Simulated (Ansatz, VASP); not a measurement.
## Two plane-wave programs on AlTl2

```
CELL_PARAMETERS angstrom
5.47347 0.00000 0.00000
-2.73674 4.74016 0.00000
0.00000 0.00000 3.19972
ATOMIC_POSITIONS crystal
Al 0.00000 0.00000 0.00000
Tl 0.33333 0.66667 0.50000
Tl 0.66667 0.33333 0.50000
```

Change from the starting cell: species swapped into the LuSi2 type (P6/mmm, No. 191).

Alike in both runs: functional PBE; k mesh 6 × 6 × 6; occupations gaussian, width 0.1 eV; no spin polarisation.

Ansatz relaxed the structure, and its values are those at the end. VASP's run is a single point on that final structure, the one shown.

|  | VASP | Ansatz |
| --- | --- | --- |
| version | VASP 6.6.1 | Ansatz 0.2.0 |
| potentials or method | VASP PAW PBE potentials, release 64 (Al, Tl_d), cutoff 520 eV | scalar-relativistic, plane waves, PAW |
| valence electrons in the cell | 29 | 29 |

|  | VASP | Ansatz | Ansatz less VASP |
| --- | --- | --- | --- |
| gap on the k mesh at the Fermi level (eV) | none | none | - |
| pressure (GPa) | 0.0 | 0.0 | +0.05 |

A gap of «none» marks a metal or a gap that the smearing closes. The functional is the same, so the differences come from potentials, cutoffs and numerics.

Spin-orbit coupling is off throughout.
